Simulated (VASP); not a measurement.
A run of VASP 6.6.1 is set up as follows.

Contents of INCAR:

```
  PREC = Accurate
  ENCUT = 520
  EDIFF = 1E-6
  ISMEAR = 1
  SIGMA = 0.3
  LREAL = F
  LASPH = T
  NELM = 60
  ALGO = Normal
  ISIF = 2
  LWAVE = F
  LCHARG = F
  GGA = PE
  NBANDS = 10
```

KPOINTS

```
Automatic mesh
0
Gamma
  8 8 8
```

POSCAR

```
Rb
1.0
   -2.8359049291      2.8359049291      2.8359049291
    2.8359049291     -2.8359049291      2.8359049291
    2.8359049291      2.8359049291     -2.8359049291
Rb
1
Direct
    0.0000000000      0.0000000000      0.0000000000
```

Potentials or basis: VASP PAW PBE potentials, release 64 (Rb_sv).

Run with:

```sh
$ cat potpaw_PBE.64/Rb_sv/POTCAR > POTCAR
$ mpirun -np 1 vasp_std > vasp.out
```

Question: What does it give for the band gap on the k mesh?

Answer: Zero (an odd number of electrons rules out a gap without spin polarisation).

Question: What does it give for the pressure?

Answer: 0.0 GPa.

Caveat: so wide a smearing shifts energies and pressures.
